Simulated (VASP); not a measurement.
Write the native input for VASP 6.6.1 that does the following.

| Quantity | Value |
| --- | --- |
| Task | single point |
| Functional | PBE |
| Potentials or basis | VASP PAW PBE potentials, release 64 (Sn_d, Te, W_sv) |
| Cutoff | 520 eV |
| k mesh | 6 × 6 × 4 |
| Occupations | gaussian, width 0.1 eV |
| Spin | no spin polarisation |
| Dipole correction | no |
| Further INCAR settings | ALGO = Fast; EDIFF = 1e-06; NBANDS = 39 |

The structure of Sn3TeW lies in POSCAR:

```
Sn3TeW
1.0
    6.4561477118      0.0000000000      0.0000000000
   -3.2280738559      5.5911879290      0.0000000000
    0.0000000000      0.0000000000      4.9885773949
Sn Te W
3 1 1
Direct
    0.5000000000      0.0000000000      0.0000000000
    0.0000000000      0.5000000000      0.0000000000
    0.5000000000      0.5000000000      0.0000000000
    0.0000000000      0.0000000000      0.0000000000
    0.0000000000      0.0000000000      0.5000000000
```

These files were run (other wordings do the same):

INCAR

```
SYSTEM = Sn3TeW
ALGO = Fast
EDIFF = 1E-6
ENCUT = 520
GGA = PE
ISIF = 2
ISMEAR = 0
LASPH = .TRUE.
LCHARG = .FALSE.
LREAL = .FALSE.
LWAVE = .FALSE.
NBANDS = 39
NELM = 100
PREC = Accurate
SIGMA = 0.1
```

KPOINTS

```
k-points
0
G
  6 6 4
  0 0 0
```

Potentials or basis: VASP PAW PBE potentials, release 64 (Sn_d, Te, W_sv).

The run is started by

```sh
$ cat potpaw_PBE.64/Sn_d/POTCAR potpaw_PBE.64/Te/POTCAR potpaw_PBE.64/W_sv/POTCAR > POTCAR
$ mpirun -np 1 vasp_std > vasp.out
```

It gave:

```
Pressure               : -0.1 GPa
Band gap on the k mesh : zero (band 31 reaches 5.12 eV, above the bottom of band 32 at 4.55 eV)
```

Caveat: spin-orbit coupling is left out, which moves the levels of the heavy elements.

Wall time 76 s on 1 thread of Intel(R) Xeon(R) 6975P-C (Granite Rapids), on a shared host, peak memory 0.38 GiB.
